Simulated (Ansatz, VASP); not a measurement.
## WSe2 in VASP and in Ansatz

```
CELL_PARAMETERS angstrom
3.24991 0.00000 0.00000
-1.62496 2.81451 0.00000
0.00000 0.00000 12.82075
ATOMIC_POSITIONS crystal
W 0.66667 0.33333 0.75000
W 0.33333 0.66667 0.25000
Se 0.33333 0.66667 0.88220
Se 0.66667 0.33333 0.38220
Se 0.33333 0.66667 0.61780
Se 0.66667 0.33333 0.11780
```

Change from the starting cell: strained cell.

Alike in both runs: functional PBE; k mesh 9 × 9 × 2; occupations gaussian, width 0.02 eV; no spin polarisation.

Ansatz relaxed the structure, and its values are those at the end. VASP's run is a single point on that final structure, the one shown.

|  | VASP | Ansatz |
| --- | --- | --- |
| version | VASP 6.6.1 | Ansatz 0.2.0 |
| potentials or method | VASP PAW PBE potentials, release 64 (W_sv, Se), cutoff 520 eV | scalar-relativistic, plane waves, PAW |
| valence electrons in the cell | 52 | 92 |

|  | VASP | Ansatz | Ansatz less VASP |
| --- | --- | --- | --- |
| gap on the k mesh at the Fermi level (eV) | 1.01 | 1.02 | +0.005 |
| least direct gap on the mesh (eV) | 1.68 | 1.68 | +0.004 |
| pressure (GPa) | 5.9 | 5.6 | -0.35 |
| rms of the force components (eV/Å) | 0.024 | 0.000 | -0.0236 |

With one functional, cell and mesh, what is left measures potentials, basis and numerics. VASP's potentials hold 52 valence electrons a cell and Ansatz's 92, so a difference there can come from the potentials and not from the codes. Ansatz's warnings: stress scf threshold loose.

Spin-orbit coupling is off throughout.
